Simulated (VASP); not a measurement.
The system is MnSb.

```
CELL_PARAMETERS angstrom
0.00000 2.79502 2.79502
2.79502 0.00000 2.79502
2.79502 2.79502 0.00000
ATOMIC_POSITIONS crystal
Sb 0.50000 0.50000 0.50000
Mn 0.00000 0.00000 0.00000
```

Base run:

| Quantity | Value |
| --- | --- |
| Program | VASP 6.6.1 |
| Functional | PBE |
| Potentials or basis | VASP PAW PBE potentials, release 64 (Sb, Mn_pv) |
| Cutoff | 520 eV |
| k mesh | 7 × 7 × 7 |
| Occupations | fermi-dirac, width 0.05 eV |
| Spin | collinear spin, ferromagnetic start |
| Starting moments | [0.0, 6.0] μB |
| Fixed moment | 6 μB |

Its results: pressure 16.4 GPa; site moments Sb +0.47; Mn +4.49 μB.

Q: After a change of settings the same cell gave: pressure -4.9 GPa; site moments Sb -0.20; Mn +3.23 μB. Which change was it?
A. fixed moment from 6 μB to 3 μB; moments at the start from [0.0, 6.0] to [0.0, 3.0]
B. fixed moment from 6 μB to 2 μB; moments at the start from [0.0, 6.0] to [0.0, 2.0]
C. fixed moment from 6 μB to 4 μB; moments at the start from [0.0, 6.0] to [0.0, 4.0]
D. fixed moment from 6 μB to 5 μB; moments at the start from [0.0, 6.0] to [0.0, 5.0]

A: A.

Caveats: the total moment is fixed, so each spin has its own Fermi level; a cell with one magnetic atom can't hold antiferromagnetic order, which such compounds often take.
